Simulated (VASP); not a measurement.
# Mo (Pm-3m) in VASP: notebook

The runs below take Mo through density of states, with LDA.

Program: VASP 6.6.1. These are calculated values, not measurements. Logs are shortened: lines on timing, memory, paths and dates and some standing lists are left out, and cuts for length are marked.

**1. The cell of the first run**

Symmetry: Pm-3m, No. 221, cubic system. The conventional cell has a = 2.028 Å, b = 2.028 Å, c = 2.028 Å, α = 90.00°, β = 90.00°, γ = 90.00°. Mo (site symmetry m-3m) has 6 Mo at 2.03 Å within 2.7 Å.

**2. Density of states, LDA (volume scaled by 0.5)**

Contents of POSCAR:

```
Mo
1.0
    2.0277033329      0.0000000000      0.0000000000
    0.0000000000      2.0277033329      0.0000000000
    0.0000000000      0.0000000000      2.0277033329
Mo
1
Direct
    0.0000000000      0.0000000000      0.0000000000
```

Contents of INCAR.step1:

```
PREC     = Accurate       # precision mode
ENCUT    = 520            # plane-wave cutoff, eV
EDIFF    = 1E-6           # SCF threshold, eV
ISMEAR   = -1             # smearing method
SIGMA    = 0.05           # smearing width, eV
LREAL    = F              # projectors in reciprocal space
LASPH    = T              # aspherical terms in the spheres
NELM     = 80             # most SCF steps
ALGO     = Normal         # electronic algorithm
ISIF     = 2              # what is computed and relaxed
LWAVE    = F              # write WAVECAR
LCHARG   = T              # write CHGCAR
LMAXMIX  = 4              # l up to which the mixer works
NBANDS   = 13             # bands
```

Contents of KPOINTS.step1:

```
regular mesh
0
Gamma
  17 17 17
```

Contents of INCAR.step2:

```
PREC     = Accurate       # precision mode
ENCUT    = 520            # plane-wave cutoff, eV
EDIFF    = 1E-6           # SCF threshold, eV
ISMEAR   = -5             # smearing method
SIGMA    = 0.05           # smearing width, eV
LREAL    = F              # projectors in reciprocal space
LASPH    = T              # aspherical terms in the spheres
NELM     = 80             # most SCF steps
ALGO     = Normal         # electronic algorithm
ISIF     = 2              # what is computed and relaxed
LWAVE    = F              # write WAVECAR
LCHARG   = F              # write CHGCAR
LMAXMIX  = 4              # l up to which the mixer works
LORBIT   = 11             # projections on sites
NBANDS   = 13             # bands
NEDOS    = 1001           # points of the DOS
ICHARG   = 11             # starting density
```

Contents of KPOINTS.step2:

```
regular mesh
0
Gamma
  26 26 26
```

Potentials or basis: VASP PAW LDA potentials, release 64 (Mo_sv).

The run is started by

```console
> cat potpaw_LDA.64/Mo_sv/POTCAR > POTCAR
> cp INCAR.step1 INCAR
> cp KPOINTS.step1 KPOINTS
> mpirun -np 1 vasp_std > vasp.out
> cp INCAR.step2 INCAR
> cp KPOINTS.step2 KPOINTS
> mpirun -np 1 vasp_std > vasp.out
```

OUTCAR:

```text
PREC = Accurate
   ENCUT = 520
   EDIFF = 1E-6
   ISMEAR = -5
   LREAL = F
   LASPH = T
   NELM = 80
   ISIF = 2
   LORBIT = 11
   ICHARG = 11

 ion  position               nearest neighbor table
   1  0.000  0.000  0.000-

  LATTYP: Found a simple cubic cell.
 ALAT       =     2.0277033329

  Lattice vectors:

 A1 = (   2.0277033329,   0.0000000000,   0.0000000000)
 A2 = (   0.0000000000,   2.0277033329,   0.0000000000)
 A3 = (   0.0000000000,   0.0000000000,   2.0277033329)

Analysis of symmetry for initial positions (statically):
=====================================================================
 Subroutine PRICEL returns:
 Original cell was already a primitive cell.

 Routine SETGRP: Setting up the symmetry group for a
 simple cubic supercell.

 Subroutine GETGRP returns: Found 48 space group operations
 (whereof 48 operations were pure point group operations)
 out of a pool of 48 trial point group operations.

The static configuration has the point symmetry O_h .

Analysis of symmetry for dynamics (positions and initial velocities):
=====================================================================
 Subroutine PRICEL returns:
 Original cell was already a primitive cell.

 Routine SETGRP: Setting up the symmetry group for a
 simple cubic supercell.

 Subroutine GETGRP returns: Found 48 space group operations
 (whereof 48 operations were pure point group operations)
 out of a pool of 48 trial point group operations.

The dynamic configuration has the point symmetry O_h .

 Subroutine INISYM returns: Found 48 space group operations
 (whereof 48 operations are pure point group operations),
 and found     1 'primitive' translations

----------------------------------------------------------------------------------------

                                     Primitive cell

  volume of cell :       8.3371

  direct lattice vectors                    reciprocal lattice vectors
     2.027703333  0.000000000  0.000000000     0.493168790  0.000000000  0.000000000
     0.000000000  2.027703333  0.000000000     0.000000000  0.493168790  0.000000000
     0.000000000  0.000000000  2.027703333     0.000000000  0.000000000  0.493168790

  length of vectors
     2.027703333  2.027703333  2.027703333     0.493168790  0.493168790  0.493168790

  position of ions in fractional coordinates (direct lattice)
     0.000000000  0.000000000  0.000000000

  ion indices of the primitive-cell ions
   primitive index   ion index
[... 86 lines left out ...]
   NELECT =      14.0000    total number of electrons
   NUPDOWN=      -1.0000    fix difference up-down
   EMIN   =  10.00;   EMAX   =-10.00  energy-range for DOS
   EFERMI =   0.00;   METHOD = LEGACY
   ISMEAR =    -5;   SIGMA  =   0.05  broadening in eV -4-tet -1-fermi 0-gaus
   EFERMI_NEDOS =   21; number of points for ismear=-14 and -15
   IALGO  =     38    algorithm
   IMIX   =      4    mixing-type and parameters
     AMIX     =   0.40;   BMIX     =  1.00
     AMIX_MAG =   1.60;   BMIX_MAG =  1.00
  volume/ion in A,a.u.               =       8.34        56.26
  Fermi-wavevector in a.u.,A,eV,Ry     =   1.945867  3.677155 51.517064  3.786397
  Thomas-Fermi vector in A             =   2.974476
   LORBIT       =     11    0 simple, 1 ext, 2 COOP (PROOUT), +10 PAW based schemes
   GGA     = CA    functional components
   LHFCALC =     F    Hartree Fock is set to
   AEXX    =    0.0000 exact exchange contribution
   IVDW    =     0    specifies the selected vdW correction
   LEPSILON=     F    determine dielectric tensor
   LRPA    =     F    only Hartree local field effects (RPA)
 non-spin polarized calculation
 Fermi weights with tetrahedron method with Bloechl corrections
  energy-cutoff  :      520.00
  volume of cell :        8.34
 maximum number of plane-waves:       251
 NGX is ok and might be reduce to    16

 number of electron      14.0000004 magnetization

 Free energy of the ion-electron system (eV)
  ---------------------------------------------------
  ext. energy  EPLUGINS =         0.00000000
  ---------------------------------------------------
  free energy    TOTEN  =        -1.76854703 eV

  energy without entropy =       -1.76854703  energy(sigma->0) =       -1.76854703

 E-fermi :  25.4870     XC(G=0): -17.3107

 val. band max:       25.8138202977   @ k =   0.4231   0.0000   0.0000
 cond. band min:      25.3052577751   @ k =   0.4231   0.2308   0.1923
 fundamental gap:     -0.5085625226
 Fermi energy:        25.4870121431

 k-point     1 :       0.0000    0.0000    0.0000
  band No.  band energies     occupation
      1     -39.2394      2.00000
      2      -7.3942      2.00000
      3      -7.3942      2.00000
      4      -7.3942      2.00000
      5      14.9870      2.00000
      6      14.9870      2.00000
      7      18.3834      2.00000
      8      35.0115      0.00000
      9      35.0115      0.00000
     10      35.0115      0.00000
     11      49.0174      0.00000
     12      49.0174      0.00000
     13      49.0174      0.00000
[... 354 lines left out ...]
  band No.  band energies     occupation
      1     -37.4169      2.00000
      2     -15.6476      2.00000
      3      -6.5772      2.00000
      4      -6.3934      2.00000
      5      17.0766      2.00000
      6      20.9054      2.00000
      7      25.3251      1.66940
      8      26.3092     -0.01787
      9      28.4748      0.00000
     10      35.8200      0.00000
     11      40.8096      0.00000
     12      42.8347      0.00000
     13      55.4714      0.00000

 [... further k-points ...]

------------------------ aborting loop because EDIFF is reached ----------------------------------------

  FORCE on cell =-STRESS in cart. coord.  units (eV):
  Direction    XX          YY          ZZ          XY          YZ          ZX
  --------------------------------------------------------------------------------------
  -------------------------------------------------------------------------------------
  Total       33.0869191     33.0869191     33.0869191     -0.0000000      0.0000000     -0.0000000
  in kB     6358.4852315   6358.4852315   6358.4852315     -0.0000000      0.0000000     -0.0000000
  external PRESSURE =    6358.4852315 kB  Pullay stress =       0.0000000 kB

 VOLUME and BASIS-vectors are now :
 -----------------------------------------------------------------------------
  energy-cutoff  :      520.00
  volume of cell :        8.34
      direct lattice vectors                 reciprocal lattice vectors
     2.027703333  0.000000000  0.000000000     0.493168790  0.000000000  0.000000000
     0.000000000  2.027703333  0.000000000     0.000000000  0.493168790  0.000000000
     0.000000000  0.000000000  2.027703333     0.000000000  0.000000000  0.493168790

 POSITION                                       TOTAL-FORCE (eV/Angst)
 -----------------------------------------------------------------------------------
      0.00000      0.00000      0.00000         0.000000      0.000000      0.000000
 -----------------------------------------------------------------------------------
    total drift:                               -0.000000      0.000000      0.000000

  FREE ENERGIE OF THE ION-ELECTRON SYSTEM (eV)
  ---------------------------------------------------
  free  energy   TOTEN  =        -1.7685470311 eV

  energy  without entropy=       -1.7685470311  energy(sigma->0) =       -1.76854703

 total charge

# of ion       s       p       d       tot
------------------------------------------
    1        2.644   6.455   6.302  15.400
```

OUTCAR.step1:

```text
PREC = Accurate
   ENCUT = 520
   EDIFF = 1E-6
   ISMEAR = -1
   LREAL = F
[... 599 lines left out ...]

 POSITION                                       TOTAL-FORCE (eV/Angst)
 -----------------------------------------------------------------------------------
      0.00000      0.00000      0.00000         0.000000      0.000000      0.000000
 -----------------------------------------------------------------------------------
    total drift:                                0.000000      0.000000      0.000000

  FREE ENERGIE OF THE ION-ELECTRON SYSTEM (eV)
  ---------------------------------------------------
  free  energy   TOTEN  =        -1.7680230366 eV

  energy  without entropy=       -1.7622697547  energy(sigma->0) =       -1.76514640
```

It took 18 s on 1 thread of Intel Xeon Platinum 8488C (Sapphire Rapids), shared host; peak memory 0.18 GiB.

Caveat: the cell differs from its parent crystal (volume scaled by 0.5); tetrahedron occupations give inexact forces and stress in metals.

**3. Density of states, LDA (volume scaled by 0.68)**

Contents of POSCAR:

```
Mo
1.0
    2.2465567020      0.0000000000      0.0000000000
    0.0000000000      2.2465567020      0.0000000000
    0.0000000000      0.0000000000      2.2465567020
Mo
1
Direct
    0.0000000000      0.0000000000      0.0000000000
```

Contents of INCAR.step1:

```
SYSTEM = Mo
ALGO = Normal
EDIFF = 1E-6
ENCUT = 520
GGA = CA
ISIF = 2
ISMEAR = -1
LASPH = .TRUE.
LCHARG = .TRUE.
LMAXMIX = 4
LREAL = .FALSE.
LWAVE = .FALSE.
NBANDS = 13
NELM = 60
PREC = Accurate
SIGMA = 0.05
```

Contents of KPOINTS.step1:

```
k-points
0
G
  17 17 17
  0 0 0
```

Contents of INCAR.step2:

```
SYSTEM = Mo
ALGO = Normal
EDIFF = 1E-6
ENCUT = 520
GGA = CA
ICHARG = 11
ISIF = 2
ISMEAR = -5
LASPH = .TRUE.
LCHARG = .FALSE.
LMAXMIX = 4
LORBIT = 10
LREAL = .FALSE.
LWAVE = .FALSE.
NEDOS = 2001
NELM = 60
PREC = Accurate
SIGMA = 0.05
```

Contents of KPOINTS.step2:

```
k-points
0
G
  26 26 26
  0 0 0
```

Potentials or basis: VASP PAW LDA potentials, release 64 (Mo_sv).

The run is started by

```console
> cat potpaw_LDA.64/Mo_sv/POTCAR > POTCAR
> cp INCAR.step1 INCAR
> cp KPOINTS.step1 KPOINTS
> mpirun -np 1 vasp_std > vasp.out
> cp INCAR.step2 INCAR
> cp KPOINTS.step2 KPOINTS
> mpirun -np 1 vasp_std > vasp.out
```

Wall time 32 s (1 thread of AMD EPYC 9R14 (Zen 4), shared host); peak memory 0.15 GiB.

Results (log left out):

```yaml
Valence_electrons_inside_the_program's_atomic_spheres: Mo 13.90
```

Levels at points of the mesh, in eV from the Fermi level:
```tsv
k point	band 3	band 4	band 5	band 6	band 7	band 8	band 9	band 10	band 11
(0.00, 0.00, 0.00)	-33.35	-33.35	-7.44	-7.21	-7.21	6.76	6.76	6.76	19.66
(0.50, 0.00, 0.00)	-32.85	-32.85	-5.64	-3.97	0.53	0.53	0.95	7.46	14.53
(0.50, 0.50, 0.00)	-37.29	-32.38	-9.69	-3.03	1.85	1.85	8.90	8.90	10.99
(0.50, 0.50, 0.50)	-36.57	-36.57	-7.04	-7.04	-7.04	6.11	11.48	11.48	21.03
```

Caveat: the cell differs from its parent crystal (volume scaled by 0.68); tetrahedron occupations give inexact forces and stress in metals.

**4. Density of states, LDA**

This run uses another cell than the first one, of 16.67 Å³/atom, 2.000 times its volume.

Contents of POSCAR:

```
Mo
1.0
    2.5547461120      0.0000000000      0.0000000000
    0.0000000000      2.5547461120      0.0000000000
    0.0000000000      0.0000000000      2.5547461120
Mo
1
Direct
    0.0000000000      0.0000000000      0.0000000000
```

Contents of INCAR.step1:

```
SYSTEM = Mo
ALGO = Normal ; EDIFF = 1E-7
ENCUT = 520 ; GGA = CA
ISIF = 2 ; ISMEAR = -1
LASPH = .TRUE. ; LCHARG = .TRUE.
LMAXMIX = 4 ; LREAL = .FALSE.
LWAVE = .FALSE. ; NBANDS = 13
NELM = 80 ; PREC = Accurate
SIGMA = 0.05
```

KPOINTS.step1 is that of step 3.

Contents of INCAR.step2:

```
SYSTEM = Mo
ALGO = Normal ; EDIFF = 1E-7
ENCUT = 520 ; GGA = CA
ICHARG = 11 ; ISIF = 2
ISMEAR = -5 ; LASPH = .TRUE.
LCHARG = .FALSE. ; LMAXMIX = 4
LORBIT = 10 ; LREAL = .FALSE.
LWAVE = .FALSE. ; NBANDS = 13
NEDOS = 2001 ; NELM = 80
PREC = Accurate ; SIGMA = 0.05
```

KPOINTS.step2 is that of step 3.

The run is started by

```console
> cat potpaw_LDA.64/Mo_sv/POTCAR > POTCAR
> cp INCAR.step1 INCAR
> cp KPOINTS.step1 KPOINTS
> mpirun -np 1 vasp_std > vasp.out
> cp INCAR.step2 INCAR
> cp KPOINTS.step2 KPOINTS
> mpirun -np 1 vasp_std > vasp.out
```

Run time: 47 s. Hardware: 1 thread of AMD EPYC 9R14 (Zen 4), shared host; peak memory 0.19 GiB.

It converged, with:

| Item | Value |
| --- | --- |
| Valence electrons inside the program's atomic spheres | Mo 12.72 |

Levels at points of the mesh, in eV from the Fermi level:
```
           k point  band 3  band 4  band 5  band 6  band 7  band 8  band 9  band 10  band 11  band 12
(0.00, 0.00, 0.00)  -34.10  -34.10   -6.63   -4.43   -4.43    4.12    4.12     4.12    15.88    15.88
(0.50, 0.00, 0.00)  -33.94  -33.94   -3.57   -3.48    0.21    0.63    0.63     4.49     9.80    14.37
(0.50, 0.50, 0.00)  -35.58  -33.78   -5.72   -2.34    1.34    1.34    6.09     6.09     6.61    14.83
(0.50, 0.50, 0.50)  -35.35  -35.35   -4.04   -4.04   -4.04    6.85    6.85     7.69    13.47    13.47
```

Caveat: tetrahedron occupations give inexact forces and stress in metals.
